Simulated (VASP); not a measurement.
# InP (I4/mmm) in VASP: further runs, part 2 of 2

VASP 6.6.1. Earlier steps stand in the parts before.

## 3. Electric field gradients, PBEsol (zz strain of +1 %)

Input file INCAR:

```
  ALGO = Normal
  EDIFF = 1E-8
  ENCUT = 520
  GGA = PS
  ISIF = 2
  ISMEAR = -1
  LASPH = True
  LCHARG = False
  LEFG = True
  LREAL = False
  LWAVE = False
  NBANDS = 16
  NELM = 60
  PREC = Accurate
  SIGMA = 0.03
```

Input file KPOINTS:

```
k-points
0
Gamma
  11 11 11
```

Input file POSCAR:

```
InP
1.0
    0.0000000000      2.8550000000      2.8835500000
    2.8550000000      0.0000000000      2.8835500000
    2.8550000000      2.8550000000      0.0000000000
In P
1 1
Direct
    0.0000000000      0.0000000000      0.0000000000
    0.5000000000      0.5000000000      0.5000000000
```

Potentials or basis: VASP PAW PBE potentials, release 64 (In_d, P).

Started as:

```
cat potpaw_PBE.64/In_d/POTCAR potpaw_PBE.64/P/POTCAR > POTCAR
mpirun -np 1 vasp_std > vasp.out
```

OUTCAR:

```text
EDIFF = 1E-8
   ENCUT = 520
   GGA = PS
   ISIF = 2
   ISMEAR = -1
   LASPH = True
   LREAL = False
   NELM = 60
   PREC = Accurate

 ion  position               nearest neighbor table
   1  0.000  0.000  0.000-   2 2.85   2 2.85   2 2.85   2 2.85   2 2.88   2 2.88
   2  0.500  0.500  0.500-   1 2.85   1 2.85   1 2.85   1 2.85   1 2.88   1 2.88

  LATTYP: Found a body centered tetragonal cell.
 ALAT       =     4.0375797206
 C/A-ratio  =     1.4283556980

  Lattice vectors:

 A1 = (  -2.8550000000,   0.0000000000,   2.8835500000)
 A2 = (   2.8550000000,   0.0000000000,   2.8835500000)
 A3 = (   0.0000000000,   2.8550000000,  -2.8835500000)

Analysis of symmetry for initial positions (statically):
=====================================================================
 Subroutine PRICEL returns:
 Original cell was already a primitive cell.

 Routine SETGRP: Setting up the symmetry group for a
 body centered tetragonal supercell.

 Subroutine GETGRP returns: Found 16 space group operations
 (whereof 16 operations were pure point group operations)
 out of a pool of 16 trial point group operations.

The static configuration has the point symmetry D_4h.

Analysis of symmetry for dynamics (positions and initial velocities):
=====================================================================
 Subroutine PRICEL returns:
 Original cell was already a primitive cell.

 Routine SETGRP: Setting up the symmetry group for a
 body centered tetragonal supercell.

 Subroutine GETGRP returns: Found 16 space group operations
 (whereof 16 operations were pure point group operations)
 out of a pool of 16 trial point group operations.

The dynamic configuration has the point symmetry D_4h.

 Subroutine INISYM returns: Found 16 space group operations
 (whereof 16 operations are pure point group operations),
 and found     1 'primitive' translations

----------------------------------------------------------------------------------------

                                     Primitive cell

  volume of cell :      47.0078

  direct lattice vectors                    reciprocal lattice vectors
     0.000000000  2.855000000  2.883550000    -0.175131349  0.175131349  0.173397375
     2.855000000  0.000000000  2.883550000     0.175131349 -0.175131349  0.173397375
     2.855000000  2.855000000  0.000000000     0.175131349  0.175131349 -0.173397375

  length of vectors
     4.057817838  4.057817838  4.037579721     0.302338598  0.302338598  0.302338598

  position of ions in fractional coordinates (direct lattice)
     0.000000000  0.000000000  0.000000000
     0.500000000  0.500000000  0.500000000

  ion indices of the primitive-cell ions
   primitive index   ion index
                 1           1
                 2           2

----------------------------------------------------------------------------------------

 KPOINTS: k-points

Automatic generation of k-mesh.
 Grid dimensions read from file:
 generate k-points for:   11   11   11

[... 65 lines left out ...]
   EDIFFG = 0.1E-06   stopping-criterion for IOM
   NSW    =      0    number of steps for IOM
   IBRION =     -1    ionic relax: 0-MD 1-quasi-New 2-CG
   NFREE  =      0    steps in history (QN), initial steepest desc. (CG)
   ISIF   =      2    stress and relaxation
   ISYM   =      2    0-nonsym 1-usesym 2-fastsym
   POTIM  = 0.5000    time-step for ionic-motion
   TEBEG  =    0.0;   TEEND  =   0.0 temperature during run
   PSTRESS=    0.0 pullay stress
   NELECT =      18.0000    total number of electrons
   NUPDOWN=      -1.0000    fix difference up-down
   EMIN   =  10.00;   EMAX   =-10.00  energy-range for DOS
   EFERMI =   0.00;   METHOD = LEGACY
   ISMEAR =    -1;   SIGMA  =   0.03  broadening in eV -4-tet -1-fermi 0-gaus
   EFERMI_NEDOS =   21; number of points for ismear=-14 and -15
   IALGO  =     38    algorithm
   IMIX   =      4    mixing-type and parameters
     AMIX     =   0.40;   BMIX     =  1.00
     AMIX_MAG =   1.60;   BMIX_MAG =  1.00
  volume/ion in A,a.u.               =      23.50       158.61
  Fermi-wavevector in a.u.,A,eV,Ry     =   1.188801  2.246508 19.228398  1.413247
  Thomas-Fermi vector in A             =   2.324922
   LORBIT       =      0    0 simple, 1 ext, 2 COOP (PROOUT), +10 PAW based schemes
   GGA     = PS    functional components
   LHFCALC =     F    Hartree Fock is set to
   AEXX    =    0.0000 exact exchange contribution
   IVDW    =     0    specifies the selected vdW correction
   LEPSILON=     F    determine dielectric tensor
   LRPA    =     F    only Hartree local field effects (RPA)
 non-spin polarized calculation
  energy-cutoff  :      520.00
  volume of cell :       47.01
 maximum number of plane-waves:      1289
 NGX is ok and might be reduce to    30
   NGX = 15   NGY = 15   NGZ = 15

 number of electron      17.9999996 magnetization

 Free energy of the ion-electron system (eV)
  ---------------------------------------------------
  ext. energy  EPLUGINS =         0.00000000
  ---------------------------------------------------
  free energy    TOTEN  =        -8.60511486 eV

  energy without entropy =       -8.60246398  energy(sigma->0) =       -8.60378942

 E-fermi :   5.7123     XC(G=0): -10.0930

 val. band max:        5.6791227504   @ k =   0.4545   0.0000   0.2727
 cond. band min:       5.7130934272   @ k =  -0.4545   0.0909   0.0000
 fundamental gap:      0.0339706768
 Fermi energy:         5.7122739821

 k-point     1 :       0.0000    0.0000    0.0000
  band No.  band energies     occupation
      1      -8.2849      2.00000
      2      -8.2847      2.00000
      3      -8.2711      2.00000
      4      -8.2680      2.00000
      5      -8.2680      2.00000
      6      -5.5778      2.00000
[... 433 lines left out ...]
      3      -8.2662      2.00000
      4      -8.2424      2.00000
      5      -8.2316      2.00000
      6      -4.6332      2.00000
[... 8 lines left out ...]
     15      15.1667      0.00000
     16      16.4321      0.00000

 [... further k-points ...]
[... 5 lines left out ...]
  --------------------------------------------------------------------------------------
  -------------------------------------------------------------------------------------
  Total       -2.4573882     -2.4573882     -2.6563836      0.0000000      0.0000000      0.0000000
  in kB      -83.7557521    -83.7557521    -90.5381599      0.0000000      0.0000000      0.0000000
  external PRESSURE =     -86.0165547 kB  Pullay stress =       0.0000000 kB

 VOLUME and BASIS-vectors are now :
 -----------------------------------------------------------------------------
  energy-cutoff  :      520.00
  volume of cell :       47.01
      direct lattice vectors                 reciprocal lattice vectors
     0.000000000  2.855000000  2.883550000    -0.175131349  0.175131349  0.173397375
     2.855000000  0.000000000  2.883550000     0.175131349 -0.175131349  0.173397375
     2.855000000  2.855000000  0.000000000     0.175131349  0.175131349 -0.173397375

 POSITION                                       TOTAL-FORCE (eV/Angst)
 -----------------------------------------------------------------------------------
      0.00000      0.00000      0.00000        -0.000000     -0.000000     -0.000000
      2.85500      2.85500      2.88355         0.000000      0.000000      0.000000
 -----------------------------------------------------------------------------------
    total drift:                               -0.000000      0.000000      0.000000

  FREE ENERGIE OF THE ION-ELECTRON SYSTEM (eV)
  ---------------------------------------------------
  free  energy   TOTEN  =        -8.6051148555 eV

  energy  without entropy=       -8.6024639829  energy(sigma->0) =       -8.60378942

 Electric field gradients (V/A^2)
---------------------------------------------------------------------
 ion       V_xx      V_yy      V_zz      V_xy      V_xz      V_yz
---------------------------------------------------------------------
   1      -4.496    -4.496     8.991    -0.002    -0.001    -0.001
   2       0.412     0.412    -0.823    -0.000    -0.000    -0.000
---------------------------------------------------------------------

 Electric field gradients after diagonalization (V/A^2)
 (convention: |V_zz| > |V_xx| > |V_yy|)
----------------------------------------------------------------------
 ion       V_xx      V_yy      V_zz     asymmetry (V_yy - V_xx)/ V_zz
----------------------------------------------------------------------
   1      -4.497    -4.494     8.991       0.000
   2       0.412     0.411    -0.823       0.000
----------------------------------------------------------------------

           NMR quadrupolar parameters

 Cq : quadrupolar parameter    Cq=e*Q*V_zz/h
 eta: asymmetry parameters     (V_yy - V_xx)/ V_zz
 Q  : nuclear electric quadrupole moment in mb (millibarn)
----------------------------------------------------------------------
 ion       Cq(MHz)       eta       Q (mb)
----------------------------------------------------------------------
   1       0.022       0.000       1.000
   2      -0.002       0.000       1.000
----------------------------------------------------------------------
```

OSZICAR:

```text
N       E                     dE             d eps       ncg     rms          rms(c)
DAV:   1     0.107380263018E+03    0.10738E+03   -0.83677E+03  4048   0.127E+03
DAV:   2    -0.209143128058E+01   -0.10947E+03   -0.10470E+03  4560   0.299E+02
DAV:   3    -0.869194859276E+01   -0.66005E+01   -0.65023E+01  5320   0.702E+01
DAV:   4    -0.885385094476E+01   -0.16190E+00   -0.16184E+00  5240   0.115E+01
DAV:   5    -0.886096800083E+01   -0.71171E-02   -0.71169E-02  6056   0.208E+00    0.380E+00
DAV:   6    -0.861481879613E+01    0.24615E+00   -0.47399E-01  6056   0.109E+01    0.211E+00
DAV:   7    -0.860715428858E+01    0.76645E-02   -0.49047E-02  5464   0.183E+00    0.916E-01
DAV:   8    -0.860512405626E+01    0.20302E-02   -0.38085E-03  5072   0.651E-01    0.943E-02
DAV:   9    -0.860510276863E+01    0.21288E-04   -0.25365E-04  6360   0.199E-01    0.633E-02
DAV:  10    -0.860511229798E+01   -0.95293E-05   -0.23404E-05  4784   0.375E-02    0.203E-02
DAV:  11    -0.860511494754E+01   -0.26496E-05   -0.34153E-06  5376   0.182E-02    0.211E-03
DAV:  12    -0.860511488925E+01    0.58283E-07   -0.14740E-07  5104   0.297E-03    0.143E-03
DAV:  13    -0.860511487097E+01    0.18280E-07   -0.73016E-09  4240   0.637E-04    0.628E-04
DAV:  14    -0.860511485378E+01    0.17195E-07   -0.26219E-09  2928   0.512E-04    0.807E-05
DAV:  15    -0.860511485552E+01   -0.17403E-08   -0.48393E-10  3032   0.187E-04
   1 F= -.86051149E+01 E0= -.86037894E+01  d E =-.265087E-02
```

stdout:

```text
POSCAR found type information on POSCAR InP
 POSCAR found :  2 types and       2 ions
 scaLAPACK will be used
 -----------------------------------------------------------------------------
|                                                                             |
|                                                                             |
|     You enforced a specific xc type in the INCAR file but a different       |
|     I HOPE YOU KNOW WHAT YOU ARE DOING!                                     |
|                                                                             |
 -----------------------------------------------------------------------------

 LDA part: xc-table for (Slater+PW92), standard interpolation
 POSCAR, INCAR and KPOINTS ok, starting setup
 FFT: planning ... GRIDC
 FFT: planning ... GRID_SOFT
 FFT: planning ... GRID
 WAVECAR not read
 entering main loop
ion   1

ion   2
```

It took 2.1 min on 1 thread of Intel Xeon 8259CL, shared host; peak memory 0.24 GiB.

What came out:

| Quantity | Value |
| --- | --- |
| Free energy | -8.6051 eV |
| Pressure | -8.6 GPa |
| Band gap on the k mesh | zero (bands 9 and 10 overlap by 2.28 eV) |
| Largest electric field gradient by atom | In +9.0; P -0.8 V/Å² |

Levels at points of the mesh, in eV from the Fermi level:
```csv
k point,band 6,band 7,band 8,band 9,band 10,band 11,band 12,band 13
"(0.00, 0.00, 0.00)",-11.29,-0.26,-0.21,-0.21,-0.12,7.01,7.08,7.08
```

Electric field gradients, principal values (V/Å²):
```csv
atom,least,middle,greatest (by size)
1 In,-4.494,-4.497,8.991
2 P,0.411,0.412,-0.823
```

Caveat: the cell differs from its parent crystal (zz strain of +1 %); the cell stands under tension; without QUAD_EFG the Cq values of the log hold for a quadrupole moment of 1 mb, not for the nuclei; the PAW data sets were made with another functional, which shifts forces and pressure a little; spin-orbit coupling is left out, which moves the levels of the heavy elements.

## 4. Electric field gradients, PBEsol (zz strain of +1 %)

Input file INCAR:

```
SYSTEM = InP
  PREC = Accurate
  ENCUT = 520
  EDIFF = 1E-8
  ISMEAR = -1
  SIGMA = 0.03
  LREAL = .FALSE.
  LASPH = .TRUE.
  NELM = 60
  ALGO = Normal
  ISIF = 2
  LWAVE = .FALSE.
  LCHARG = .FALSE.
  GGA = PS
  LEFG = .TRUE.
  NBANDS = 16
```

Input file KPOINTS:

```
Automatic mesh
0
G
  11 11 11
  0 0 0
```

POSCAR is that of step 3.

Potentials or basis: VASP PAW PBE potentials, release 64 (In_d, P).

Started as:

```
cat potpaw_PBE.64/In_d/POTCAR potpaw_PBE.64/P/POTCAR > POTCAR
mpirun -np 1 vasp_std > vasp.out
```

OUTCAR:

```text
SYSTEM = InP
   PREC = Accurate
   ENCUT = 520
   EDIFF = 1E-8
   ISMEAR = -1
   LREAL = .FALSE.
   LASPH = .TRUE.
   NELM = 60
   ISIF = 2
   GGA = PS

 ion  position               nearest neighbor table
   1  0.000  0.000  0.000-   2 2.85   2 2.85   2 2.85   2 2.85   2 2.88   2 2.88
   2  0.500  0.500  0.500-   1 2.85   1 2.85   1 2.85   1 2.85   1 2.88   1 2.88

  LATTYP: Found a body centered tetragonal cell.
 ALAT       =     4.0375797206
 C/A-ratio  =     1.4283556980

  Lattice vectors:

 A1 = (  -2.8550000000,   0.0000000000,   2.8835500000)
 A2 = (   2.8550000000,   0.0000000000,   2.8835500000)
 A3 = (   0.0000000000,   2.8550000000,  -2.8835500000)

Analysis of symmetry for initial positions (statically):
=====================================================================
 Subroutine PRICEL returns:
 Original cell was already a primitive cell.

 Routine SETGRP: Setting up the symmetry group for a
[... 647 lines left out ...]
      direct lattice vectors                 reciprocal lattice vectors
     0.000000000  2.855000000  2.883550000    -0.175131349  0.175131349  0.173397375
     2.855000000  0.000000000  2.883550000     0.175131349 -0.175131349  0.173397375
     2.855000000  2.855000000  0.000000000     0.175131349  0.175131349 -0.173397375

 POSITION                                       TOTAL-FORCE (eV/Angst)
 -----------------------------------------------------------------------------------
      0.00000      0.00000      0.00000        -0.000000     -0.000000     -0.000000
      2.85500      2.85500      2.88355         0.000000      0.000000      0.000000
 -----------------------------------------------------------------------------------
    total drift:                               -0.000000      0.000000      0.000000

  FREE ENERGIE OF THE ION-ELECTRON SYSTEM (eV)
  ---------------------------------------------------
  free  energy   TOTEN  =        -8.6051148555 eV

  energy  without entropy=       -8.6024639829  energy(sigma->0) =       -8.60378942

 Electric field gradients (V/A^2)
---------------------------------------------------------------------
 ion       V_xx      V_yy      V_zz      V_xy      V_xz      V_yz
---------------------------------------------------------------------
   1      -4.496    -4.496     8.991    -0.002    -0.001    -0.001
   2       0.412     0.412    -0.823    -0.000    -0.000    -0.000
---------------------------------------------------------------------

 Electric field gradients after diagonalization (V/A^2)
 (convention: |V_zz| > |V_xx| > |V_yy|)
----------------------------------------------------------------------
 ion       V_xx      V_yy      V_zz     asymmetry (V_yy - V_xx)/ V_zz
----------------------------------------------------------------------
   1      -4.497    -4.494     8.991       0.000
   2       0.412     0.411    -0.823       0.000
----------------------------------------------------------------------

           NMR quadrupolar parameters

 Cq : quadrupolar parameter    Cq=e*Q*V_zz/h
 eta: asymmetry parameters     (V_yy - V_xx)/ V_zz
 Q  : nuclear electric quadrupole moment in mb (millibarn)
----------------------------------------------------------------------
 ion       Cq(MHz)       eta       Q (mb)
----------------------------------------------------------------------
   1       0.022       0.000       1.000
   2      -0.002       0.000       1.000
----------------------------------------------------------------------
```

stdout:

```text
POSCAR found type information on POSCAR InP
 POSCAR found :  2 types and       2 ions
 scaLAPACK will be used
 -----------------------------------------------------------------------------
|                                                                             |
|                                                                             |
|     You enforced a specific xc type in the INCAR file but a different       |
|     I HOPE YOU KNOW WHAT YOU ARE DOING!                                     |
|                                                                             |
 -----------------------------------------------------------------------------

 LDA part: xc-table for (Slater+PW92), standard interpolation
 POSCAR, INCAR and KPOINTS ok, starting setup
 FFT: planning ... GRIDC
 FFT: planning ... GRID_SOFT
 FFT: planning ... GRID
 WAVECAR not read
 entering main loop
ion   1

ion   2
```

It took 2 min on 1 thread of Intel Xeon 8259CL, shared host; peak memory 0.24 GiB.

What came out:

```yaml
Free_energy: -8.6051 eV
Pressure: -8.6 GPa
Band_gap_on_the_k_mesh: zero (bands 9 and 10 overlap by 2.28 eV)
Largest_electric_field_gradient_by_atom: In +9.0; P -0.8 V/Å²
```

Electric field gradients, principal values (V/Å²):
```
atom   least  middle  greatest (by size)
1 In  -4.494  -4.497               8.991
 2 P   0.411   0.412              -0.823
```

Caveat: the cell differs from its parent crystal (zz strain of +1 %); the cell stands under tension; without QUAD_EFG the Cq values of the log hold for a quadrupole moment of 1 mb, not for the nuclei; the PAW data sets were made with another functional, which shifts forces and pressure a little; spin-orbit coupling is left out, which moves the levels of the heavy elements.
